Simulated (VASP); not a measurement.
# CsH (Pm-3m) in VASP: a series of runs, part 2 of 2

VASP 6.6.1. Earlier steps stand in the parts before.

### Step 3. G0W0 quasiparticle levels, LDA

File POSCAR:

```
CsH
1.0
    3.8130897759      0.0000000000      0.0000000000
    0.0000000000      3.8130897759      0.0000000000
    0.0000000000      0.0000000000      3.8130897759
Cs H
1 1
Direct
    0.0000000000      0.0000000000      0.0000000000
    0.5000000000      0.5000000000      0.5000000000
```

File INCAR.step1:

```
SYSTEM = CsH
ALGO = Normal ; EDIFF = 1E-8
ENCUT = 500 ; GGA = CA
ISMEAR = 0 ; LASPH = .TRUE.
LCHARG = .FALSE. ; LREAL = .FALSE.
LWAVE = .TRUE. ; NELM = 80
PREC = Accurate ; SIGMA = 0.01
```

File INCAR.step2:

```
SYSTEM = CsH
ALGO = Exact ; EDIFF = 1E-8
ENCUT = 500 ; GGA = CA
ISMEAR = 0 ; ISTART = 1
LASPH = .TRUE. ; LCHARG = .FALSE.
LOPTICS = .TRUE. ; LREAL = .FALSE.
LWAVE = .TRUE. ; NBANDS = 213
NELM = 1 ; PREC = Accurate
SIGMA = 0.01
```

File INCAR.step3:

```
SYSTEM = CsH
ALGO = EVGW0 ; EDIFF = 1E-8
ENCUT = 500 ; ENCUTGW = 140.0
GGA = CA ; ISMEAR = 0
ISTART = 1 ; LASPH = .TRUE.
LCHARG = .FALSE. ; LREAL = .FALSE.
LWAVE = .FALSE. ; NBANDS = 213
NBANDSGW = 13 ; NELMGW = 1
NOMEGA = 96 ; OMEGAMAX = 20
PREC = Accurate ; PRECFOCK = Fast
SIGMA = 0.01
```

File KPOINTS:

```
k-points
0
G
  4 4 4
  0 0 0
```

Potentials or basis: VASP PAW LDA potentials, release 64 (Cs_sv_GW, H_GW).

On the command line:

```
> cat potpaw_LDA.64/Cs_sv_GW/POTCAR potpaw_LDA.64/H_GW/POTCAR > POTCAR
> cp INCAR.step1 INCAR
> mpirun -np 1 vasp_std > vasp.out
> cp INCAR.step2 INCAR
> mpirun -np 1 vasp_std > vasp.out
> cp INCAR.step3 INCAR
> mpirun -np 1 vasp_std > vasp.out
```

OUTCAR:

```text
SYSTEM = CsH
   EDIFF = 1E-8
   ENCUT = 500
   ENCUTGW = 140.0
   GGA = CA
   ISMEAR = 0
   ISTART = 1
   LASPH = .TRUE.
   LREAL = .FALSE.
   NELMGW = 1
   PREC = Accurate
   PRECFOCK = Fast

 ion  position               nearest neighbor table
   1  0.000  0.000  0.000-
   2  0.500  0.500  0.500-

[... 185 lines left out ...]
      3      -6.0307      -7.5966     -15.4181     -13.3553     -17.5454       0.7591       2.0000       0.0164
      4      -6.0307      -7.5966     -15.4181     -13.3553     -17.5454       0.7591       2.0000       0.0164
      5      -0.2510      -1.3216     -10.3327      -8.8132     -12.3860       0.7045       2.0000       0.1039
      6       4.9450       5.8842      -7.3156      -8.5141      -3.6195       0.7836       0.0000      -0.0779
      7       4.9450       5.8842      -7.3156      -8.5141      -3.6195       0.7836       0.0000      -0.0779
      8       8.8855       9.5331      -9.1022      -9.9979      -4.7430       0.7231       0.0000      -0.1896
      9      11.2458      12.4133      -9.0412     -10.6152      -4.4967       0.7417       0.0000      -0.2373
     10      11.2458      12.4133      -9.0412     -10.6152      -4.4967       0.7417       0.0000      -0.2373
     11      11.2458      12.4133      -9.0412     -10.6152      -4.4967       0.7417       0.0000      -0.2373
     12      11.4679      12.6112      -7.0949      -8.5916      -2.5968       0.7638       0.0000      -0.2741
     13      11.4679      12.6112      -7.0949      -8.5916      -2.5968       0.7638       0.0000      -0.2741
[... 140 lines left out ...]
      1     -19.5110     -20.1965     -15.6834     -14.6663     -22.8570       0.6740       2.0000       1.0914
      2      -7.0471      -8.6642     -14.8617     -12.7118     -17.2075       0.7522       2.0000       0.0361
      3      -7.0471      -8.6642     -14.8617     -12.7118     -17.2075       0.7522       2.0000       0.0361
      4      -7.0471      -8.6642     -14.8617     -12.7118     -17.2075       0.7522       2.0000       0.0361
      5       1.8596       0.6420     -11.4355      -9.7726     -12.8778       0.7322       2.0000       0.0501
      6       4.3280       5.0750      -6.8959      -7.8368      -3.5851       0.7940       0.0000      -0.0630
      7       4.3280       5.0750      -6.8959      -7.8368      -3.5851       0.7940       0.0000      -0.0630
      8       4.3280       5.0750      -6.8959      -7.8368      -3.5851       0.7940       0.0000      -0.0630
      9      12.6169      13.9652      -7.9806      -9.7230      -2.8958       0.7738       0.0000      -0.4088
     10      12.6169      13.9652      -7.9806      -9.7230      -2.8958       0.7738       0.0000      -0.4088
     11      12.6169      13.9652      -7.9806      -9.7230      -2.8958       0.7738       0.0000      -0.4088
     12      13.7430      15.3796      -9.7570     -11.7562      -4.9232       0.8187       0.0000      -0.5833
     13      13.7430      15.3796      -9.7570     -11.7562      -4.9232       0.8187       0.0000      -0.5833
```

OUTCAR.step1:

```text
SYSTEM = CsH
   EDIFF = 1E-8
   ENCUT = 500
   GGA = CA
   ISMEAR = 0
   LASPH = .TRUE.
   LREAL = .FALSE.
[... 324 lines left out ...]
      0.00000      0.00000      0.00000         0.000000      0.000000      0.000000
      1.90654      1.90654      1.90654         0.000000      0.000000      0.000000
 -----------------------------------------------------------------------------------
    total drift:                                0.000000      0.000000      0.000000

  FREE ENERGIE OF THE ION-ELECTRON SYSTEM (eV)
  ---------------------------------------------------
  free  energy   TOTEN  =        -6.6279827456 eV

  energy  without entropy=       -6.6279827456  energy(sigma->0) =       -6.62798275
```

OUTCAR.step2:

```text
SYSTEM = CsH
   EDIFF = 1E-8
   ENCUT = 500
   GGA = CA
[... 740 lines left out ...]
  --------------------------------------------------------------------------------------------------------------
     0.00000     4.43357     4.43357     4.43357     0.00000     0.00000     0.00000
     1.84342     5.64678     5.64678     5.64678     0.00000     0.00000     0.00000
     3.68685     6.24741     6.24741     6.24741     0.00000     0.00000     0.00000
     5.53027     1.83926     1.83926     1.83926     0.00000     0.00000    -0.00000
     7.37370     0.74322     0.74322     0.74322    -0.00000    -0.00000    -0.00000
     9.21712     2.22168     2.22168     2.22168    -0.00000    -0.00000    -0.00000
[... 92 lines left out ...]
   180.65558     0.99162     0.99162     0.99162    -0.00000    -0.00000    -0.00000
   182.49900     0.99179     0.99179     0.99179    -0.00000    -0.00000    -0.00000
```

It took 2.4 min on 1 thread of Intel Xeon 6975P-C (Granite Rapids), shared host; peak memory 0.69 GiB.

Results:

```
Quasiparticle gap                                   : 4.35 eV
Least direct quasiparticle gap                      : 4.43 eV
Band gap of the starting levels on the mesh         : 2.31 eV
Least direct gap of the starting levels on the mesh : 2.47 eV
```

Caveat: the k points lie up to 0.41 Å⁻¹ apart; bands, screening cutoff and mesh are small and nothing is extrapolated, so the quasiparticle values aren't converged; the structure was generated, so it needn't be the stable form of CsH; spin-orbit coupling is left out, which moves the levels of the heavy elements.
